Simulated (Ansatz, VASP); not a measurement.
## ZrNb2N4 in VASP and in Ansatz

File INCAR:

```
SYSTEM = ZrNb2N4
PREC = Accurate
ENCUT = 600
EDIFF = 1E-6
ISMEAR = 0
SIGMA = 0.15
LREAL = .FALSE.
LASPH = .TRUE.
NELM = 80
ALGO = Normal
ISIF = 3
LWAVE = .FALSE.
LCHARG = .FALSE.
GGA = PE
IBRION = 2
NSW = 36
EDIFFG = -0.08
```

The input KPOINTS:

```
regular mesh
0
G
  4 3 2
  0 0 0
```

Contents of POSCAR:

```
ZrNb2N4
1.0
    2.9019232400      0.0000000000      0.0000000000
   -0.3066141500      4.9092780300      0.0000000000
   -0.1304627700     -1.6474683700      6.1011763000
Zr Nb N
1 2 4
Direct
    0.5000000000      0.0000000000      0.5000000000
    0.0000000000      0.0000000000      0.0000000000
    0.5000000000      0.5000000000      0.0000000000
    0.4745292700      0.7901516000      0.8463810100
    0.0368960600      0.2582065200      0.8354387900
    0.9631039400      0.7417934800      0.1645612100
    0.5254707300      0.2098484000      0.1536189900
```

Input for Ansatz:

```yaml
crystal:
  lattice:
    - [2.90192324, 0.0, 0.0]
    - [-0.30661415, 4.90927803, 0.0]
    - [-0.13046277, -1.64746837, 6.1011763]
  atoms:
    - { symbol: Zr, position: [0.5, 0.0, 0.5] }
    - { symbol: Nb, position: [0.0, 0.0, 0.0] }
    - { symbol: Nb, position: [0.5, 0.5, 0.0] }
    - { symbol: "N", position: [0.47452927, 0.7901516, 0.84638101] }
    - { symbol: "N", position: [0.03689606, 0.25820652, 0.83543879] }
    - { symbol: "N", position: [0.96310394, 0.74179348, 0.16456121] }
    - { symbol: "N", position: [0.52547073, 0.2098484, 0.15361899] }
basis:
  ecutwfc: 420
kpoints:
  mp_grid: { grid: [4, 3, 2] }
hamiltonian:
  xc: pbe
scf:
  occupations: { method: gaussian, width: 0.15 }
  lower_state_search: "off"
output:
  forces: true
  stress: true
  eigenvalues: true
relax:
  adjacent_minimum: "off"
  f_tol: 0.08
  max_steps: 16
  cell: { stress_tol: 0.8 }
```

Change from the starting cell: species swapped into the KMn2O4 type (P-1, No. 2).

Alike in both runs: task relaxation of cell and atoms; functional PBE; k mesh 4 × 3 × 2; occupations gaussian, width 0.15 eV; no spin polarisation.

|  | VASP | Ansatz |
| --- | --- | --- |
| version | VASP 6.6.1 | Ansatz 0.2.0 |
| potentials or method | VASP PAW PBE potentials, release 64 (Zr_sv, Nb_sv, N), cutoff 600 eV | scalar-relativistic, plane waves, PAW |
| valence electrons in the cell | 58 | 58 |

```tsv
	VASP	Ansatz	Ansatz less VASP
gap on the k mesh at the Fermi level, each at its own relaxed structure (eV)	none	none	-
relaxed volume (Å³/atom)	12.33	12.33	-0.001
relaxed cell length with the largest relative difference (Å)	5.502	5.490	-0.0117
```

A gap of «none» marks a metal or a gap that the smearing closes.

The k mesh is coarse, so the values compare programs but aren't converged.
